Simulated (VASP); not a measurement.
Runs of VASP 6.6.1 on SiC3. The structure is that of space group P-4m2 (No. 115), or close to it. The cells are those of the table. 

```tsv
cell	gap on the mesh (eV)	pressure (GPa)	largest force (eV/Å)
a = 2.887, b = 2.887, c = 4.222 Å, 4 atoms	1.69	(b)	0.15
a = 2.796, b = 2.796, c = 4.090 Å, 4 atoms	1.63	3.7	0.31
a = 2.700, b = 2.700, c = 3.949 Å, 4 atoms	1.54	(a)	0.92
a = 2.749, b = 2.749, c = 4.021 Å, 4 atoms	(d)	20.4	(c)
a = 2.842, b = 2.842, c = 4.157 Å, 4 atoms	1.66	-9.5	0.06
```

Alike in all rows: task single point; level PBE; potentials or basis VASP PAW PBE potentials, release 64 (C, Si); no spin polarisation; k mesh 4 × 4 × 4; cutoff (eV) 520; smearing gaussian 0.01 eV.

**Question.** Estimate the missing entries.

**Answer.** (a) 41.7; (b) -19.8; (c) 0.59; (d) 1.58.

Caveats: all runs use coarse meshes.

A k mesh can miss the band edges.
